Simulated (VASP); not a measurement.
Input of a VASP 6.6.1 run:

File INCAR:

```
SYSTEM = Al3GaN4
ALGO     = Normal         ! electronic algorithm
EDIFF    = 1E-6           ! SCF threshold, eV
ENCUT    = 520            ! plane-wave cutoff, eV
GGA      = PS             ! functional
ISIF     = 2              ! what is computed and relaxed
ISMEAR   = 0              ! smearing method
LASPH    = .TRUE.         ! aspherical terms in the spheres
LCHARG   = .FALSE.        ! write CHGCAR
LREAL    = .FALSE.        ! projectors in reciprocal space
LWAVE    = .FALSE.        ! write WAVECAR
NBANDS   = 31             ! bands
NELM     = 80             ! most SCF steps
PREC     = Accurate       ! precision mode
SIGMA    = 0.05           ! smearing width, eV
```

File KPOINTS:

```
k-points
0
G
  6 6 6
  0 0 0
```

POSCAR

```
Al3GaN4
1.0
    4.5248162657     -0.1693143114      0.2047868652
   -0.1693143114      4.4176162694      0.2449098038
    0.2047868652      0.2449098038      4.1550158308
Al Ga N
3 1 4
Direct
    0.4782560876      0.5472711699      0.0296903479
    0.4798343670     -0.0288990036      0.5446302184
    0.0191487591      0.5291024833      0.5050507795
    0.0339245020     -0.0149459340      0.0196423678
    0.7856487620      0.7448659863      0.2073908838
    0.7369212222      0.2288990974      0.7416239668
    0.2639758377      0.7462019513      0.7299605749
    0.2022904623      0.2475042495      0.2220108608
```

Potentials or basis: VASP PAW PBE potentials, release 64 (Al, Ga_d, N).

The run is started by

```sh
$ cat potpaw_PBE.64/Al/POTCAR potpaw_PBE.64/Ga_d/POTCAR potpaw_PBE.64/N/POTCAR > POTCAR
$ mpirun -np 1 vasp_std > vasp.out
```

Q: Predict the pressure.

A: 36.3 GPa.

Q: Estimate the band gap on the k mesh.

A: 0.02 eV (least direct gap 0.25 eV).

Forces in eV/Å, atoms in the order of the input:
```
Al    2.827  -3.847  -1.240
Al   12.813  13.776 -10.418
Al   -3.370  -3.934  -0.358
Ga    1.559   5.630  -7.282
N    -8.030  -6.174   6.554
N    -0.201   1.260   0.239
N    -9.890 -10.292   7.764
N     4.292   3.581   4.741
```

Caveat: the cell differs from its parent crystal (atoms moved at random and the cell strained at random); the cell stands under pressure; the PAW data sets were made with another functional, which shifts forces and pressure a little. A k mesh can miss the band edges.
